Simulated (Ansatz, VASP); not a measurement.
Te2Mo in VASP and in Ansatz

Contents of INCAR:

```
SYSTEM = Te2Mo
ALGO     = Normal         ! electronic algorithm
DIPOL    = 0.5 0.5 0.416
EDIFF    = 1E-7           ! SCF threshold, eV
ENCUT    = 520            ! plane-wave cutoff, eV
GGA      = PE             ! functional
IDIPOL   = 3            
ISIF     = 2              ! what is computed and relaxed
ISMEAR   = 0              ! smearing method
IVDW     = 12             ! dispersion correction
LASPH    = .TRUE.         ! aspherical terms in the spheres
LCHARG   = .FALSE.        ! write CHGCAR
LDIPOL   = .TRUE.       
LREAL    = .FALSE.        ! projectors in reciprocal space
LWAVE    = .FALSE.        ! write WAVECAR
NBANDS   = 35             ! bands
NELM     = 100            ! most SCF steps
PREC     = Accurate       ! precision mode
SIGMA    = 0.05           ! smearing width, eV
```

File KPOINTS:

```
k-points
0
G
  9 9 1
  0 0 0
```

File POSCAR:

```
Te2Mo
1.0
    3.5038816881      0.0000000000      0.0000000000
   -1.7519408440      3.0344505538      0.0000000000
    0.0000000000      0.0000000000     24.7677198395
Te Mo
4 2
Direct
    0.3333333333      0.6666666667      0.1816881017
    0.3333333333      0.6666666667      0.3284056818
    0.3333333333      0.6666666667      0.5032300107
    0.3333333333      0.6666666667      0.6499475908
    0.6666666667      0.3333333333      0.2550468917
    0.6666666667      0.3333333333      0.5765888008
```

Input for Ansatz:

```yaml
crystal:
  lattice:
    - [3.5038816881, 0.0, 0.0]
    - [-1.751940844, 3.0344505538, 0.0]
    - [0.0, 0.0, 24.7677198395]
  atoms:
    - { symbol: Te, position: [0.3333333333, 0.6666666667, 0.1816881017] }
    - { symbol: Mo, position: [0.6666666667, 0.3333333333, 0.2550468917] }
    - { symbol: Te, position: [0.3333333333, 0.6666666667, 0.3284056818] }
    - { symbol: Te, position: [0.3333333333, 0.6666666667, 0.5032300107] }
    - { symbol: Mo, position: [0.6666666667, 0.3333333333, 0.5765888008] }
    - { symbol: Te, position: [0.3333333333, 0.6666666667, 0.6499475908] }
basis:
  ecutwfc: 420
kpoints:
  mp_grid: { grid: [9, 9, 1] }
hamiltonian:
  xc: pbe
  pseudopotentials: { kind: paw, azcp: { folder: soft_1 } }
  dispersion: d3bj
scf:
  occupations: { method: gaussian, width: 0.05 }
output:
  forces: true
  eigenvalues: true
efield:
  axis: 3
  dipole_correction: true
  ramp_width: 0.04
```

Alike in both runs: task single point; functional PBE; dispersion D3(BJ); k mesh 9 × 9 × 1; occupations gaussian, width 0.05 eV; no spin polarisation.

|  | VASP | Ansatz |
| --- | --- | --- |
| version | VASP 6.6.1 | Ansatz 0.2.0 |
| potentials or method | VASP PAW PBE potentials, release 64 (Te, Mo_sv), cutoff 520 eV | scalar-relativistic, plane waves, PAW |
| valence electrons in the cell | 52 | 92 |

```csv
,VASP,Ansatz,Ansatz less VASP
gap on the k mesh at the Fermi level (eV),1.17,1.17,+0.001
least direct gap on the mesh (eV),1.17,1.17,+0.001
rms of the force components (eV/Å),0.026,0.022,-0.0042
```

VASP's potentials hold 52 valence electrons a cell and Ansatz's 92, so a difference there can come from the potentials and not from the codes.

Neither program's run includes spin-orbit coupling.
